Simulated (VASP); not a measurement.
Write the native input for VASP 6.6.1 that does the following.

```
Task                               : single point
Functional                         : HSE06
Potentials or basis                : VASP PAW PBE potentials, release 64 (B, As)
Cutoff                             : 520 eV
k mesh                             : 6 × 6 × 6
Occupations                        : gaussian, width 0.01 eV
Spin                               : no spin polarisation
Dipole correction                  : no
Grid for exact exchange (PRECFOCK) : Normal
Further INCAR settings             : ALGO = Normal; EDIFF = 1e-07; NBANDS = 11
Screening parameter                : 0.2079 1/Å
```

Crystal: BAs.

```xyz
2
Lattice="0.0000 2.3718 2.3718 2.3718 0.0000 2.3718 2.3718 2.3718 0.0000" Properties=species:S:1:pos:R:3 pbc="T T T"
B     0.0000    0.0000    0.0000
As    1.1859    1.1859    1.1859
```

This cell differs from its parent crystal: strain -0.8%.

One way to write it, as run:

POSCAR

```
BAs
1.0
    0.0000000000      2.3717759166      2.3717759166
    2.3717759166      0.0000000000      2.3717759166
    2.3717759166      2.3717759166      0.0000000000
B As
1 1
Direct
    0.0000000000      0.0000000000      0.0000000000
    0.2500000000      0.2500000000      0.2500000000
```

INCAR.step1

```
PREC     = Accurate       # precision mode
ENCUT    = 520            # plane-wave cutoff, eV
EDIFF    = 1E-5           # SCF threshold, eV
ISMEAR   = 0              # smearing method
SIGMA    = 0.01           # smearing width, eV
LREAL    = F              # projectors in reciprocal space
LASPH    = T              # aspherical terms in the spheres
NELM     = 100            # most SCF steps
ALGO     = Normal         # electronic algorithm
ISIF     = 2              # what is computed and relaxed
LWAVE    = T              # write WAVECAR
LCHARG   = F              # write CHGCAR
NBANDS   = 11             # bands
GGA      = PE             # functional
```

INCAR.step2

```
PREC     = Accurate       # precision mode
ENCUT    = 520            # plane-wave cutoff, eV
EDIFF    = 1E-7           # SCF threshold, eV
ISMEAR   = 0              # smearing method
SIGMA    = 0.01           # smearing width, eV
LREAL    = F              # projectors in reciprocal space
LASPH    = T              # aspherical terms in the spheres
NELM     = 100            # most SCF steps
ALGO     = Normal         # electronic algorithm
ISIF     = 2              # what is computed and relaxed
LWAVE    = F              # write WAVECAR
LCHARG   = F              # write CHGCAR
GGA      = PE             # functional
LHFCALC  = T              # exact exchange
HFSCREEN = 0.2079         # screening, 1/A
PRECFOCK = Normal       
NBANDS   = 11             # bands
ISTART   = 1
```

KPOINTS

```
regular mesh
0
Gamma
  6 6 6
```

Potentials or basis: VASP PAW PBE potentials, release 64 (B, As).

Command:

```sh
$ cat potpaw_PBE.64/B/POTCAR potpaw_PBE.64/As/POTCAR > POTCAR
$ cp INCAR.step1 INCAR
$ mpirun -np 1 vasp_std > vasp.out
$ cp INCAR.step2 INCAR
$ mpirun -np 1 vasp_std > vasp.out
```

It gave:

* Pressure: 2.6 GPa
* Band gap on the k mesh: 1.93 eV, indirect (least direct gap 4.14 eV)

Caveat: the cell differs from its parent crystal (strain -0.8%); the PAW data sets were made with another functional, which shifts forces and pressure a little.

It took 15 min on 1 thread of AMD EPYC 7R43 64-Core Processor (Zen 3), with other jobs on the host, peak memory 0.23 GiB.
